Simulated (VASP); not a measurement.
Set up this calculation in VASP 6.6.1, as the native input.

| Quantity | Value |
| --- | --- |
| Task | relaxation of cell and atoms |
| Functional | LDA |
| Potentials or basis | VASP PAW LDA potentials, release 64 (Hf_pv) |
| Cutoff | 600 eV |
| k mesh | 12 × 12 × 8 |
| Occupations | fermi-dirac, width 0.15 eV |
| Spin | no spin polarisation |
| Dipole correction | no |
| Further INCAR settings | ALGO = Normal; EDIFF = 1e-07; IBRION = 2; EDIFFG = -0.001; NSW = 80; ISIF = 3 |

The structure of Hf lies in POSCAR:

```
Hf
1.0
    3.1180173880      0.0000000028      0.0000000000
   -1.5590086964      2.7002822660      0.0000000000
    0.0000000000      0.0000000000      4.9467398315
Hf
2
Direct
    0.3333333333      0.6666666667      0.2500000000
    0.6666666667      0.3333333333      0.7500000000
```

One way to write it, as run:

INCAR

```
ALGO = Normal ; EDIFF = 1E-7
EDIFFG = -0.001 ; ENCUT = 600
IBRION = 2 ; ISIF = 3
ISMEAR = -1 ; LASPH = True
LCHARG = False ; LREAL = False
LWAVE = False ; NELM = 100
NSW = 80 ; PREC = Accurate
SIGMA = 0.15
```

KPOINTS

```
k-points
0
Gamma
  12 12 8
```

Potentials or basis: VASP PAW LDA potentials, release 64 (Hf_pv).

The run is started by

```console
$ cat potpaw_LDA.64/Hf_pv/POTCAR > POTCAR
$ mpirun -np 1 vasp_std > vasp.out
```

Results of the run:

```json
{
 "Relaxed volume": "20.87 Å³/atom",
 "Relaxed cell": "a = 3.117 Å, b = 3.117 Å, c = 4.961 Å, α = 90.00°, β = 90.00°, γ = 120.00°",
 "Space group after relaxing (to 0.05 Å)": "P6_3/mmc (No. 194)",
 "Energy gained by relaxing": "0.1 meV/atom",
 "Ionic steps": "5",
 "Pressure after relaxing": "0.0 GPa",
 "Band gap on the k mesh": "zero (band 10 reaches 6.43 eV, above the bottom of band 11 at 5.02 eV)"
}
```

Caveat: spin-orbit coupling is left out, which moves the levels of the heavy elements.

It took 78 s on 1 thread of AMD EPYC 9R45 96-Core Processor (Zen 5), with other jobs on the host, peak memory 0.17 GiB.
